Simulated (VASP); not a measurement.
WC (dlda): single point with LDA

WC (dlda):

```xyz
2
Lattice="2.8843 0.0000 0.0000 -1.4421 2.4979 0.0000 0.0000 0.0000 2.8121" Properties=species:S:1:pos:R:3 pbc="T T T"
W     0.0000    0.0000    0.0000
C     1.4421    0.8326    1.4061
```

| Item | Value |
| --- | --- |
| Program | VASP 6.6.1 |
| Task | single point |
| Functional | LDA |
| Potentials or basis | VASP PAW LDA potentials, release 64 (W_sv, C) |
| Cutoff | 520 eV |
| k mesh | 15 × 15 × 12 |
| Occupations | gaussian, width 0.1 eV |
| Spin | no spin polarisation |
| Dipole correction | no |
| Further INCAR settings | ALGO = Normal; EDIFF = 1e-06; NBANDS = 16 |

```yaml
Pressure: 2.6 GPa
Band_gap_on_the_k_mesh: zero (band 9 reaches 11.94 eV, above the bottom of band 10 at 10.69 eV)
```

Stress tensor (GPa, compression positive):
```
2.40 0.00 0.00
0.00 2.40 0.00
0.00 0.00 2.89
```

Levels at points of the mesh, in eV from the Fermi level:
| k point | band 6 | band 7 | band 8 | band 9 | band 10 | band 11 | band 12 | band 13 |
| --- | --- | --- | --- | --- | --- | --- | --- | --- |
| (0.00, 0.00, 0.00) | -4.42 | -3.41 | -3.41 | 0.17 | 3.34 | 3.34 | 5.78 | 5.78 |
| (0.00, 0.00, 0.50) | -8.71 | -2.06 | -2.06 | -0.61 | -0.61 | 3.81 | 4.59 | 4.59 |

Run time: 14 s on 1 thread of Intel(R) Xeon(R) 6975P-C (Granite Rapids), with other jobs on the host, peak memory 0.18 GiB.

Caveat: spin-orbit coupling is left out, which moves the levels of the heavy elements.
